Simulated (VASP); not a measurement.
# PbO2 (P4_2/mnm) in VASP: single point with PBE+D3(BJ)

Aim: the single point of PbO2 with PBE+D3(BJ).

All numbers are computed with VASP 6.6.1; they aren't measurements. Logs are shortened: lines on timing, memory, paths and dates and some standing lists are left out, and cuts for length are marked.

**1. The cell of the first run**

It takes space group P4_2/mnm (No. 136, tetragonal). The conventional cell has a = 5.028 Å, b = 5.028 Å, c = 3.442 Å, α = 90.00°, β = 90.00°, γ = 90.00°. Pb (site symmetry mmm) has 6 O at 2.19 to 2.20 Å within 2.9 Å. O (site symmetry m2m) has 3 Pb at 2.19 to 2.20 Å and 1 O at 2.74 Å within 2.9 Å.

**2. Single point, PBE+D3(BJ)**

Input file INCAR:

```
SYSTEM = PbO2
ALGO = Normal
EDIFF = 1E-6
ENCUT = 520
GGA = PE
ISIF = 2
ISMEAR = 0
IVDW = 12
LASPH = .True.
LCHARG = .True.
LELF = .True.
LREAL = .False.
LVHAR = .True.
LWAVE = .False.
NBANDS = 35
NELM = 60
PREC = Accurate
SIGMA = 0.01
```

Input file KPOINTS:

```
k-points
0
Gamma
  6 6 10
  0 0 0
```

Input file POSCAR:

```
PbO2
1.0
    5.0282777907      0.0000000000      0.0000000000
    0.0000000000      5.0282777907      0.0000000000
    0.0000000000      0.0000000000      3.4421343033
Pb O
2 4
Direct
    0.0000000000      0.0000000000      0.0000000000
    0.5000000000      0.5000000000      0.5000000000
    0.3074114317      0.3074114317      0.0000000000
    0.1925885683      0.8074114317      0.5000000000
    0.6925885683      0.6925885683      0.0000000000
    0.8074114317      0.1925885683      0.5000000000
```

Potentials or basis: VASP PAW PBE potentials, release 64 (Pb_d, O).

The run is started by

```sh
$ cat potpaw_PBE.64/Pb_d/POTCAR potpaw_PBE.64/O/POTCAR > POTCAR
$ mpirun -np 1 vasp_std > vasp.out
```

OUTCAR:

```text
SYSTEM = PbO2
   EDIFF = 1E-6
   ENCUT = 520
   GGA = PE
   ISIF = 2
   ISMEAR = 0
   IVDW = 12
   LASPH = .True.
   LREAL = .False.
   NELM = 60
   PREC = Accurate
 IVDW          = 12

 ion  position               nearest neighbor table
   1  0.000  0.000  0.000-   3 2.19   5 2.19   4 2.20   6 2.20   4 2.20   6 2.20   2 3.95   2 3.95
                             2 3.95   2 3.95   2 3.95   2 3.95   2 3.95   2 3.95
   2  0.500  0.500  0.500-   4 2.19   6 2.19   5 2.20   3 2.20   3 2.20   5 2.20   1 3.95   1 3.95
                             1 3.95   1 3.95   1 3.95   1 3.95   1 3.95   1 3.95
   3  0.307  0.307  0.000-   1 2.19   2 2.20   2 2.20
   4  0.193  0.807  0.500-   2 2.19   1 2.20   1 2.20
   5  0.693  0.693  0.000-   1 2.19   2 2.20   2 2.20
   6  0.807  0.193  0.500-   2 2.19   1 2.20   1 2.20

  LATTYP: Found a simple tetragonal cell.
 ALAT       =     5.0282777907
 C/A-ratio  =     0.6845553183

  Lattice vectors:

 A1 = (   5.0282777907,   0.0000000000,   0.0000000000)
 A2 = (   0.0000000000,   5.0282777907,   0.0000000000)
 A3 = (   0.0000000000,   0.0000000000,   3.4421343033)

Analysis of symmetry for initial positions (statically):
=====================================================================
 Subroutine PRICEL returns:
 Original cell was already a primitive cell.

 Routine SETGRP: Setting up the symmetry group for a
 simple tetragonal supercell.

 Subroutine GETGRP returns: Found 16 space group operations
 (whereof  8 operations were pure point group operations)
 out of a pool of 16 trial point group operations.

The static configuration has the point symmetry D_2h.
 The point group associated with its full space group is D_4h.

Analysis of symmetry for dynamics (positions and initial velocities):
=====================================================================
 Subroutine PRICEL returns:
 Original cell was already a primitive cell.

 Routine SETGRP: Setting up the symmetry group for a
 simple tetragonal supercell.

 Subroutine GETGRP returns: Found 16 space group operations
 (whereof  8 operations were pure point group operations)
 out of a pool of 16 trial point group operations.

The dynamic configuration has the point symmetry D_2h.
 The point group associated with its full space group is D_4h.

 Subroutine INISYM returns: Found 16 space group operations
 (whereof  8 operations are pure point group operations),
 and found     1 'primitive' translations

[... 104 lines left out ...]
   EDIFFG = 0.1E-04   stopping-criterion for IOM
   NSW    =      0    number of steps for IOM
   IBRION =     -1    ionic relax: 0-MD 1-quasi-New 2-CG
   NFREE  =      0    steps in history (QN), initial steepest desc. (CG)
   ISIF   =      2    stress and relaxation
   ISYM   =      2    0-nonsym 1-usesym 2-fastsym
   POTIM  = 0.5000    time-step for ionic-motion
   TEBEG  =    0.0;   TEEND  =   0.0 temperature during run
   PSTRESS=    0.0 pullay stress
   NELECT =      52.0000    total number of electrons
   NUPDOWN=      -1.0000    fix difference up-down
   EMIN   =  10.00;   EMAX   =-10.00  energy-range for DOS
   EFERMI =   0.00;   METHOD = LEGACY
   ISMEAR =     0;   SIGMA  =   0.01  broadening in eV -4-tet -1-fermi 0-gaus
   EFERMI_NEDOS =   21; number of points for ismear=-14 and -15
   IALGO  =     38    algorithm
   IMIX   =      4    mixing-type and parameters
     AMIX     =   0.40;   BMIX     =  1.00
     AMIX_MAG =   1.60;   BMIX_MAG =  1.00
  volume/ion in A,a.u.               =      14.50        97.88
  Fermi-wavevector in a.u.,A,eV,Ry     =   1.378861  2.605670 25.868182  1.901258
  Thomas-Fermi vector in A             =   2.503884
   LORBIT       =      0    0 simple, 1 ext, 2 COOP (PROOUT), +10 PAW based schemes
   GGA     = PE    functional components
   LHFCALC =     F    Hartree Fock is set to
   AEXX    =    0.0000 exact exchange contribution
   IVDW    =    12    specifies the selected vdW correction
   LEPSILON=     F    determine dielectric tensor
   LRPA    =     F    only Hartree local field effects (RPA)
 non-spin polarized calculation
 Gauss-broadening in eV      SIGMA  =   0.01
  energy-cutoff  :      520.00
  volume of cell :       87.03
 maximum number of plane-waves:      2401
 NGX is ok and might be reduce to    40
   NGX = 19   NGY = 19   NGZ = 13

 number of electron      51.9999997 magnetization

 Free energy of the ion-electron system (eV)
  ---------------------------------------------------
  ext. energy  EPLUGINS =         0.00000000
  ---------------------------------------------------
  free energy    TOTEN  =       -31.84964404 eV

  energy without entropy =      -31.84964404  energy(sigma->0) =      -31.84964404

 E-fermi :   3.9355     XC(G=0): -10.4875

 val. band max:        3.8961252451   @ k =   0.1667   0.0000   0.1000
 cond. band min:       3.9741934842   @ k =   0.1667   0.0000   0.0000
 fundamental gap:      0.0780682391
 Fermi energy:         3.9355410681

 k-point     1 :       0.0000    0.0000    0.0000
  band No.  band energies     occupation
      1     -14.1398      2.00000
      2     -14.0764      2.00000
      3     -12.4799      2.00000
      4     -12.4799      2.00000
      5     -11.5662      2.00000
      6     -11.3920      2.00000
[... 901 lines left out ...]
     34      15.2134      0.00000
     35      16.1607      0.00000

 [... further k-points ...]

------------------------ aborting loop because EDIFF is reached ----------------------------------------

 Edisp (eV)   -1.24239

 E8    (eV) :    -0.5283

  FORCE on cell =-STRESS in cart. coord.  units (eV):
  Direction    XX          YY          ZZ          XY          YZ          ZX
  --------------------------------------------------------------------------------------
  -------------------------------------------------------------------------------------
  Total       0.11506     0.11506     0.16992     0.00000     0.00000     0.00000
  in kB       2.11825     2.11825     3.12825     0.00000     0.00000     0.00000
  external pressure =        2.45 kB  Pullay stress =        0.00 kB

 VOLUME and BASIS-vectors are now :
 -----------------------------------------------------------------------------
  energy-cutoff  :      520.00
  volume of cell :       87.03
      direct lattice vectors                 reciprocal lattice vectors
     5.028277791  0.000000000  0.000000000     0.198875249  0.000000000  0.000000000
     0.000000000  5.028277791  0.000000000     0.000000000  0.198875249  0.000000000
     0.000000000  0.000000000  3.442134303     0.000000000  0.000000000  0.290517427

 POSITION                                       TOTAL-FORCE (eV/Angst)
 -----------------------------------------------------------------------------------
      0.00000      0.00000      0.00000         0.000000      0.000000      0.000000
      2.51414      2.51414      1.72107         0.000000      0.000000      0.000000
      1.54575      1.54575      0.00000        -0.000166     -0.000166      0.000000
      0.96839      4.05989      1.72107         0.000166     -0.000166      0.000000
      3.48253      3.48253      0.00000         0.000166      0.000166     -0.000000
      4.05989      0.96839      1.72107        -0.000166      0.000166     -0.000000
 -----------------------------------------------------------------------------------
    total drift:                               -0.000000      0.000000     -0.000000

  FREE ENERGIE OF THE ION-ELECTRON SYSTEM (eV)
  ---------------------------------------------------
  free  energy   TOTEN  =       -33.0920297908 eV

  energy  without entropy=      -33.0920297908  energy(sigma->0) =      -33.09202979
```

OSZICAR:

```text
N       E                     dE             d eps       ncg     rms          rms(c)
DAV:   1     0.683019743228E+03    0.68302E+03   -0.25781E+04  4208   0.179E+03
DAV:   2     0.576816985499E+02   -0.62534E+03   -0.59404E+03  4523   0.499E+02
DAV:   3    -0.326315122972E+02   -0.90313E+02   -0.87443E+02  5042   0.206E+02
DAV:   4    -0.373903265366E+02   -0.47588E+01   -0.47147E+01  5317   0.498E+01
DAV:   5    -0.375429126999E+02   -0.15259E+00   -0.15225E+00  5635   0.902E+00    0.140E+01
DAV:   6    -0.318655971102E+02    0.56773E+01   -0.17884E+01  6390   0.500E+01    0.458E+00
DAV:   7    -0.318819653947E+02   -0.16368E-01   -0.17025E+00  5024   0.973E+00    0.278E+00
DAV:   8    -0.318758065692E+02    0.61588E-02   -0.38943E-01  6488   0.568E+00    0.121E+00
DAV:   9    -0.318478875113E+02    0.27919E-01   -0.78398E-02  6412   0.360E+00    0.133E-01
DAV:  10    -0.318497638801E+02   -0.18764E-02   -0.11905E-02  4649   0.605E-01    0.141E-01
DAV:  11    -0.318496705255E+02    0.93355E-04   -0.36969E-04  6688   0.198E-01    0.589E-02
DAV:  12    -0.318496469027E+02    0.23623E-04   -0.82769E-05  5090   0.657E-02    0.179E-02
DAV:  13    -0.318496448978E+02    0.20049E-05   -0.82369E-06  5224   0.342E-02    0.449E-03
DAV:  14    -0.318496440448E+02    0.85300E-06   -0.25681E-06  4261   0.175E-02
   1 F= -.33092030E+02 E0= -.33092030E+02  d E =-.436293E-10
```

stdout:

```text
POSCAR found type information on POSCAR PbO
 POSCAR found :  2 types and       6 ions
 scaLAPACK will be used
 LDA part: xc-table for (Slater+PW92), standard interpolation
 POSCAR, INCAR and KPOINTS ok, starting setup
 FFT: planning ... GRIDC
 FFT: planning ... GRID_SOFT
 FFT: planning ... GRID
 WAVECAR not read
 entering main loop
```

Wall time 3.8 min (1 thread of Intel Xeon 8259CL, shared host); peak memory 0.3 GiB.

Results:

* Free energy: -33.0920 eV
* Pressure: 0.2 GPa
* Band gap on the k mesh: 0.08 eV (least direct gap 0.09 eV)
* Dispersion energy per atom: -0.207 eV

Stress tensor (GPa, compression positive):
```
0.21 0.00 0.00
0.00 0.21 0.00
0.00 0.00 0.31
```

Levels at points of the mesh, in eV from the valence-band top:
```tsv
k point	band 22	band 23	band 24	band 25	band 26	band 27	band 28	band 29	band 30	band 31
(0.00, 0.00, 0.00)	-0.67	-0.58	-0.58	-0.51	-0.51	0.14	4.08	5.84	5.84	9.67
(0.50, 0.00, 0.00)	-1.24	-0.61	-0.61	-0.31	-0.31	2.29	2.29	6.44	6.44	9.65
(0.50, 0.50, 0.00)	-1.46	-0.63	-0.63	-0.40	-0.40	2.68	2.68	6.67	6.67	10.00
(0.00, 0.00, 0.50)	-1.92	-1.00	-1.00	-0.69	-0.69	3.59	3.59	8.80	8.80	9.55
(0.50, 0.00, 0.50)	-0.98	-0.68	-0.68	-0.18	-0.18	3.89	3.89	7.24	7.24	9.80
(0.50, 0.50, 0.50)	-1.80	-0.58	-0.58	-0.44	-0.44	2.70	2.70	8.30	8.30	9.66
```

Caveat: spin-orbit coupling is left out, which moves the levels of the heavy elements.
